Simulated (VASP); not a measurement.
# NaCl (Fm-3m) in VASP: further runs

NaCl is run at these levels: PBE-based screened hybrid with 20 % exact exchange; tasks: single point.

All numbers are computed with VASP 6.6.1; they aren't measurements. Logs are shortened: lines on timing, memory, paths and dates and some standing lists are left out, and cuts for length are marked.

**1. The cell of the first run**

The structure is cubic, space group Fm-3m (No. 225). Conventional cell: a = 5.605 Å, b = 5.605 Å, c = 5.605 Å, α = 90.00°, β = 90.00°, γ = 90.00°. Within 3.7 Å of Na (site symmetry m-3m) lie 6 Cl at 2.80 Å. Within 3.7 Å of Cl (site symmetry m-3m) lie 6 Na at 2.80 Å.

**2. Single point, PBE-based screened hybrid with 20 % exact exchange**

File POSCAR:

```
NaCl
1.0
    0.0000000000      2.8026988303      2.8026988303
    2.8026988303      0.0000000000      2.8026988303
    2.8026988303      2.8026988303      0.0000000000
Na Cl
1 1
Direct
    0.0000000000      0.0000000000      0.0000000000
    0.5000000000      0.5000000000      0.5000000000
```

File INCAR.step1:

```
SYSTEM = NaCl
PREC = Accurate
ENCUT = 520
EDIFF = 1E-5
ISMEAR = 0
SIGMA = 0.01
LREAL = .False.
LASPH = .True.
NELM = 60
ALGO = Normal
ISIF = 2
LWAVE = .True.
LCHARG = .False.
NBANDS = 14
GGA = PE
```

File INCAR.step2:

```
SYSTEM = NaCl
PREC = Accurate
ENCUT = 520
EDIFF = 1E-6
ISMEAR = 0
SIGMA = 0.01
LREAL = .False.
LASPH = .True.
NELM = 60
ALGO = Normal
ISIF = 2
LWAVE = .False.
LCHARG = .False.
GGA = PE
LHFCALC = .True.
AEXX = 0.2
HFSCREEN = 0.1
PRECFOCK = Normal
NBANDS = 14
ISTART = 1
```

File KPOINTS:

```
regular mesh
0
Gamma
  4 4 4
  0 0 0
```

Potentials or basis: VASP PAW PBE potentials, release 64 (Na_pv, Cl).

Command:

```console
> cat potpaw_PBE.64/Na_pv/POTCAR potpaw_PBE.64/Cl/POTCAR > POTCAR
> cp INCAR.step1 INCAR
> mpirun -np 1 vasp_std > vasp.out
> cp INCAR.step2 INCAR
> mpirun -np 1 vasp_std > vasp.out
```

OUTCAR:

```text
SYSTEM = NaCl
   PREC = Accurate
   ENCUT = 520
   EDIFF = 1E-6
   ISMEAR = 0
   LREAL = .False.
   LASPH = .True.
   NELM = 60
   ISIF = 2
   GGA = PE
   LHFCALC = .True.
   AEXX = 0.2
   HFSCREEN = 0.1
   PRECFOCK = Normal
   ISTART = 1

 ion  position               nearest neighbor table
   1  0.000  0.000  0.000-
   2  0.500  0.500  0.500-

  LATTYP: Found a face centered cubic cell.
 ALAT       =     5.6053976606

  Lattice vectors:

 A1 = (   0.0000000000,   2.8026988303,   2.8026988303)
 A2 = (   2.8026988303,   0.0000000000,   2.8026988303)
 A3 = (   2.8026988303,   2.8026988303,   0.0000000000)

Analysis of symmetry for initial positions (statically):
=====================================================================
 Subroutine PRICEL returns:
 Original cell was already a primitive cell.

 Routine SETGRP: Setting up the symmetry group for a
 face centered cubic supercell.

 Subroutine GETGRP returns: Found 48 space group operations
 (whereof 48 operations were pure point group operations)
 out of a pool of 48 trial point group operations.

The static configuration has the point symmetry O_h .

Analysis of symmetry for dynamics (positions and initial velocities):
=====================================================================
 Subroutine PRICEL returns:
 Original cell was already a primitive cell.

 Routine SETGRP: Setting up the symmetry group for a
 face centered cubic supercell.

 Subroutine GETGRP returns: Found 48 space group operations
 (whereof 48 operations were pure point group operations)
 out of a pool of 48 trial point group operations.

The dynamic configuration has the point symmetry O_h .

 Subroutine INISYM returns: Found 48 space group operations
 (whereof 48 operations are pure point group operations),
 and found     1 'primitive' translations

----------------------------------------------------------------------------------------

                                     Primitive cell

  volume of cell :      44.0311

  direct lattice vectors                    reciprocal lattice vectors
     0.000000000  2.802698830  2.802698830    -0.178399475  0.178399475  0.178399475
     2.802698830  0.000000000  2.802698830     0.178399475 -0.178399475  0.178399475
     2.802698830  2.802698830  0.000000000     0.178399475  0.178399475 -0.178399475

  length of vectors
     3.963614697  3.963614697  3.963614697     0.308996955  0.308996955  0.308996955

  position of ions in fractional coordinates (direct lattice)
     0.000000000  0.000000000  0.000000000
     0.500000000  0.500000000  0.500000000

  ion indices of the primitive-cell ions
   primitive index   ion index
                 1           1
                 2           2

----------------------------------------------------------------------------------------

 KPOINTS: regular mesh

Automatic generation of k-mesh.
 Grid dimensions read from file:
 generate k-points for:    4    4    4

 Generating k-lattice:

  Cartesian coordinates                     Fractional coordinates (reciprocal lattice)
    -0.044599869  0.044599869  0.044599869     0.250000000  0.000000000  0.000000000
     0.044599869 -0.044599869  0.044599869     0.000000000  0.250000000  0.000000000
     0.044599869  0.044599869 -0.044599869     0.000000000  0.000000000  0.250000000

  Length of vectors
     0.077249239  0.077249239  0.077249239

  Shift w.r.t. Gamma in fractional coordinates (k-lattice)
     0.000000000  0.000000000  0.000000000

 Subroutine IBZKPT returns following result:
 ===========================================

 Found      8 irreducible k-points:

 Following reciprocal coordinates:
            Coordinates               Weight
  0.000000  0.000000  0.000000      1.000000
  0.250000  0.000000  0.000000      8.000000
  0.500000  0.000000  0.000000      4.000000
  0.250000  0.250000  0.000000      6.000000
  0.500000  0.250000  0.000000     24.000000
 -0.250000  0.250000  0.000000     12.000000
  0.500000  0.500000  0.000000      3.000000
 -0.250000  0.500000  0.250000      6.000000
   k-points           NKPTS =      8   k-points in BZ     NKDIM =     64   number of bands    NBANDS=     14
   number of dos      NEDOS =    301   number of ions     NIONS =      2
   total plane-waves  NPLWV =  27000
   dimension x,y,z NGX =    30 NGY =   30 NGZ =   30
   dimension x,y,z NGXF=    60 NGYF=   60 NGZF=   60
   ions per type =               1   1
   NGX,Y,Z   is equivalent  to a cutoff of  12.58, 12.58, 12.58 a.u.
   NGXF,Y,Z  is equivalent  to a cutoff of  25.17, 25.17, 25.17 a.u.
 SYSTEM =  NaCl
   PREC   = accura    normal or accurate (medium, high low for compatibility)
   ISTART =      1    job   : 0-new  1-cont  2-samecut
   ICHARG =      0    charge: 1-file 2-atom 10-const
   ISPIN  =      1    spin polarized calculation?
   LNONCOLLINEAR =      F non collinear calculations
   LSORBIT =      F    spin-orbit coupling
   LASPH  =      T    aspherical Exc in radial PAW
   ENCUT  =  520.0 eV  38.22 Ry    6.18 a.u.   7.37  7.37  7.37*2*pi/ulx,y,z
   NELM   =     60;   NELMIN=  2; NELMDL=  0     # of ELM steps
   EDIFF  = 0.1E-05   stopping-criterion for ELM
   LREAL  =      F    real-space projection
   EDIFFG = 0.1E-04   stopping-criterion for IOM
   NSW    =      0    number of steps for IOM
   IBRION =     -1    ionic relax: 0-MD 1-quasi-New 2-CG
   NFREE  =      0    steps in history (QN), initial steepest desc. (CG)
   ISIF   =      2    stress and relaxation
   ISYM   =      3    0-nonsym 1-usesym 2-fastsym
   POTIM  = 0.5000    time-step for ionic-motion
   TEBEG  =    0.0;   TEEND  =   0.0 temperature during run
   PSTRESS=    0.0 pullay stress
   NELECT =      14.0000    total number of electrons
   NUPDOWN=      -1.0000    fix difference up-down
   EMIN   =  10.00;   EMAX   =-10.00  energy-range for DOS
   EFERMI =   0.00;   METHOD = LEGACY
   ISMEAR =     0;   SIGMA  =   0.01  broadening in eV -4-tet -1-fermi 0-gaus
   EFERMI_NEDOS =   21; number of points for ismear=-14 and -15
   IALGO  =     38    algorithm
   IMIX   =      1    mixing-type and parameters
     AMIX     =   0.40;   BMIX     =  1.00
     AMIX_MAG =   1.60;   BMIX_MAG =  1.00
  volume/ion in A,a.u.               =      22.02       148.57
  Fermi-wavevector in a.u.,A,eV,Ry     =   1.117372  2.111527 16.987145  1.248520
  Thomas-Fermi vector in A             =   2.253994
   LORBIT       =      0    0 simple, 1 ext, 2 COOP (PROOUT), +10 PAW based schemes
   GGA     = PE    functional components
   LHFCALC =     T    Hartree Fock is set to
   PRECFOCK=normal    Normal, Fast or Accurate (Low or Medium for compatibility)
   ENCUT4O =  -1.0   cutoff for four orbital integrals eV
   NKREDX  =     1    reduce k-point grid by
   NKREDY  =     1    reduce k-point grid by
   NKREDZ  =     1    reduce k-point grid by
   AEXX    =    0.2000 exact exchange contribution
   HFSCREEN=    0.1000 screening length (either q_TF or 0.3 A-1)
   HFSCREENC=   0.1000 screening length for correlation (either q_TF or 0.3 A-1)
   ENCUTFOCK=  -1.0 apply spherical cutoff to Coloumb kernel
   IVDW    =     0    specifies the selected vdW correction
   LEPSILON=     F    determine dielectric tensor
   LRPA    =     F    only Hartree local field effects (RPA)
 non-spin polarized calculation
 Gauss-broadening in eV      SIGMA  =   0.01
  energy-cutoff  :      520.00
  volume of cell :       44.03
 maximum number of plane-waves:      1243
 NGX is ok and might be reduce to    30
  NGX = 24; NGY = 24; NGZ = 24

 number of electron      14.0000003 magnetization

 Free energy of the ion-electron system (eV)
  ---------------------------------------------------
  ext. energy  EPLUGINS =         0.00000000
  ---------------------------------------------------
  free energy    TOTEN  =        -7.85885630 eV

  energy without entropy =       -7.85885630  energy(sigma->0) =       -7.85885630

 E-fermi :  -1.5278     XC(G=0):  -6.9869

 val. band max:       -1.5819974799   @ k =   0.0000   0.0000   0.0000
 cond. band min:       4.9840873149   @ k =   0.0000   0.0000   0.0000
 fundamental gap:      6.5660847948
 Fermi energy:        -1.5277570260

 k-point     1 :       0.0000    0.0000    0.0000
  band No.  band energies     occupation
      1     -24.0287      2.00000
      2     -24.0287      2.00000
      3     -24.0287      2.00000
      4     -15.2572      2.00000
      5      -1.5820      2.00000
      6      -1.5820      2.00000
      7      -1.5820      2.00000
      8       4.9841      0.00000
      9      11.0677      0.00000
     10      11.0677      0.00000
     11      11.0677      0.00000
     12      13.3944      0.00000
     13      13.3944      0.00000
     14      14.7710      0.00000

 k-point     2 :       0.2500    0.0000    0.0000
  band No.  band energies     occupation
      1     -24.0440      2.00000
      2     -24.0296      2.00000
      3     -24.0296      2.00000
      4     -15.0735      2.00000
      5      -2.7585      2.00000
      6      -1.7324      2.00000
      7      -1.7324      2.00000
      8       6.4915      0.00000
      9       9.9484      0.00000
     10      11.3926      0.00000
     11      11.3926      0.00000
     12      13.3343      0.00000
     13      13.3343      0.00000
     14      15.7866      0.00000

 k-point     3 :       0.5000    0.0000    0.0000
  band No.  band energies     occupation
      1     -24.0591      2.00000
      2     -24.0305      2.00000
      3     -24.0305      2.00000
      4     -14.8781      2.00000
      5      -3.6757      2.00000
      6      -1.8747      2.00000
      7      -1.8747      2.00000
      8       7.1003      0.00000
      9      10.8029      0.00000
     10      10.9692      0.00000
     11      10.9692      0.00000
     12      15.0933      0.00000
     13      16.4463      0.00000
     14      16.4463      0.00000
[... 52 lines left out ...]
 k-point     7 :       0.5000    0.5000    0.0000
  band No.  band energies     occupation
      1     -24.0494      2.00000
      2     -24.0370      2.00000
      3     -24.0370      2.00000
      4     -14.8222      2.00000
      5      -3.4041      2.00000
      6      -2.2401      2.00000
      7      -2.2401      2.00000
      8       7.4762      0.00000
      9       7.8417      0.00000
     10      11.4370      0.00000
     11      15.0426      0.00000
     12      15.0426      0.00000
     13      15.5379      0.00000
     14      17.3424      0.00000

 k-point     8 :      -0.2500    0.5000    0.2500
  band No.  band energies     occupation
      1     -24.0432      2.00000
      2     -24.0432      2.00000
      3     -24.0391      2.00000
      4     -14.8036      2.00000
      5      -2.8828      2.00000
      6      -2.8827      2.00000
      7      -2.3996      2.00000
      8       8.8453      0.00000
      9       9.6237      0.00000
     10       9.6237      0.00000
     11      11.4389      0.00000
     12      15.9647      0.00000
     13      15.9647      0.00000
     14      16.6237      0.00000

------------------------ aborting loop because EDIFF is reached ----------------------------------------

  FORCE on cell =-STRESS in cart. coord.  units (eV):
  Direction    XX          YY          ZZ          XY          YZ          ZX
  --------------------------------------------------------------------------------------
  -------------------------------------------------------------------------------------
  Total        0.2242481      0.2242481      0.2242481     -0.0000000      0.0000000     -0.0000000
  in kB        8.1598107      8.1598107      8.1598107     -0.0000000      0.0000000     -0.0000000
  external PRESSURE =       8.1598107 kB  Pullay stress =       0.0000000 kB

 VOLUME and BASIS-vectors are now :
 -----------------------------------------------------------------------------
  energy-cutoff  :      520.00
  volume of cell :       44.03
      direct lattice vectors                 reciprocal lattice vectors
     0.000000000  2.802698830  2.802698830    -0.178399475  0.178399475  0.178399475
     2.802698830  0.000000000  2.802698830     0.178399475 -0.178399475  0.178399475
     2.802698830  2.802698830  0.000000000     0.178399475  0.178399475 -0.178399475

 POSITION                                       TOTAL-FORCE (eV/Angst)
 -----------------------------------------------------------------------------------
      0.00000      0.00000      0.00000         0.000000      0.000000      0.000000
      2.80270      2.80270      2.80270        -0.000000     -0.000000     -0.000000
 -----------------------------------------------------------------------------------
    total drift:                               -0.000000     -0.000000     -0.000000

  FREE ENERGIE OF THE ION-ELECTRON SYSTEM (eV)
  ---------------------------------------------------
  free  energy   TOTEN  =        -7.8588562976 eV

  energy  without entropy=       -7.8588562976  energy(sigma->0) =       -7.85885630
```

Wall time 4 min (1 thread of Intel Xeon 8259CL, shared host); peak memory 0.26 GiB.

Results:

```
Free energy            : -7.8589 eV
Pressure               : 0.8 GPa
Band gap on the k mesh : 6.57 eV
```

Levels at points of the mesh, in eV from the valence-band top:
```tsv
k point	band 5	band 6	band 7	band 8	band 9	band 10
(0.00, 0.00, 0.00)	0.00	0.00	0.00	6.57	12.65	12.65
(0.50, 0.00, 0.00)	-2.09	-0.29	-0.29	8.68	12.38	12.55
(0.50, 0.50, 0.00)	-1.82	-0.66	-0.66	9.06	9.42	13.02
```

Caveat: the k points lie up to 0.49 Å⁻¹ apart; the PAW data sets were made with another functional, which shifts forces and pressure a little.

**3. Single point, PBE-based screened hybrid with 20 % exact exchange**

POSCAR is that of step 2.

File INCAR.step1:

```
SYSTEM = NaCl
PREC = Accurate ; ENCUT = 520
EDIFF = 1E-5 ; ISMEAR = 0
SIGMA = 0.01 ; LREAL = .FALSE.
LASPH = .TRUE. ; NELM = 60
ALGO = Normal ; ISIF = 2
LWAVE = .TRUE. ; GGA = PE
NBANDS = 14
```

File INCAR.step2:

```
SYSTEM = NaCl
PREC = Accurate ; ENCUT = 520
EDIFF = 1E-7 ; ISMEAR = 0
SIGMA = 0.01 ; LREAL = .FALSE.
LASPH = .TRUE. ; NELM = 60
ALGO = Normal ; ISIF = 2
LWAVE = .FALSE. ; LCHARG = .TRUE.
GGA = PE ; LHFCALC = .TRUE.
AEXX = 0.2 ; HFSCREEN = 0.2078
PRECFOCK = Normal ; LELF = .TRUE.
LVHAR = .TRUE. ; ISTART = 1
NBANDS = 14
```

File KPOINTS:

```
Automatic mesh
0
G
  4 4 4
  0 0 0
```

Potentials or basis: VASP PAW PBE potentials, release 64 (Na_pv, Cl).

Command:

```console
> cat potpaw_PBE.64/Na_pv/POTCAR potpaw_PBE.64/Cl/POTCAR > POTCAR
> cp INCAR.step1 INCAR
> mpirun -np 1 vasp_std > vasp.out
> cp INCAR.step2 INCAR
> mpirun -np 1 vasp_std > vasp.out
```

Wall time 8.2 min (1 thread of Intel Xeon 8259CL, shared host); peak memory 0.26 GiB.

Results (log left out):

```yaml
Free_energy: -7.6497 eV
Pressure: 0.8 GPa
Band_gap_on_the_k_mesh: 6.27 eV
```

Levels at points of the mesh, in eV from the valence-band top:
| k point | band 3 | band 4 | band 5 | band 6 | band 7 | band 8 | band 9 | band 10 | band 11 | band 12 |
| --- | --- | --- | --- | --- | --- | --- | --- | --- | --- | --- |
| (0.00, 0.00, 0.00) | -22.44 | -13.66 | 0.00 | 0.00 | 0.00 | 6.27 | 12.34 | 12.34 | 12.34 | 14.66 |
| (0.50, 0.00, 0.00) | -22.44 | -13.28 | -2.08 | -0.29 | -0.29 | 8.39 | 12.08 | 12.24 | 12.24 | 16.37 |
| (0.50, 0.50, 0.00) | -22.45 | -13.22 | -1.81 | -0.65 | -0.65 | 8.75 | 9.13 | 12.72 | 16.31 | 16.31 |

Caveat: the k points lie up to 0.49 Å⁻¹ apart; the PAW data sets were made with another functional, which shifts forces and pressure a little.
